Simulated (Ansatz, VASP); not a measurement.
## Cu: VASP beside Ansatz

```
CELL_PARAMETERS angstrom
-1.44279 1.44279 1.37608
1.44279 -1.44279 1.37608
1.44279 1.44279 -1.37608
ATOMIC_POSITIONS crystal
Cu 0.00000 0.00000 0.00000
```

Alike in both runs: task single point; functional LDA; k mesh 15 × 15 × 15; no spin polarisation.

```csv
,VASP,Ansatz
version,VASP 6.6.1,Ansatz 0.2.0
potentials or method,"VASP PAW LDA potentials, release 64 (Cu), cutoff 600 eV","plane waves, PAW"
occupations,"methfessel-paxton of order 1, width 0.5 eV","cold, width 0.5 eV"
valence electrons in the cell,11,19
```

VASP gave:

```
pressure (GPa)                                                : -6.9
traceless stress, the component that is largest in VASP (GPa) : -0.22
```

Which values does Ansatz return?

Pressure (GPa): -7.8; traceless stress, the component that is largest in VASP (GPa): -0.20.

LDA's correlation is that of Perdew and Zunger in VASP and of Perdew and Wang (1992) in Ansatz. VASP's potentials hold 11 valence electrons a cell and Ansatz's 19, so a difference there can come from the potentials and not from the codes. Ansatz's warnings: stress scf threshold loose.
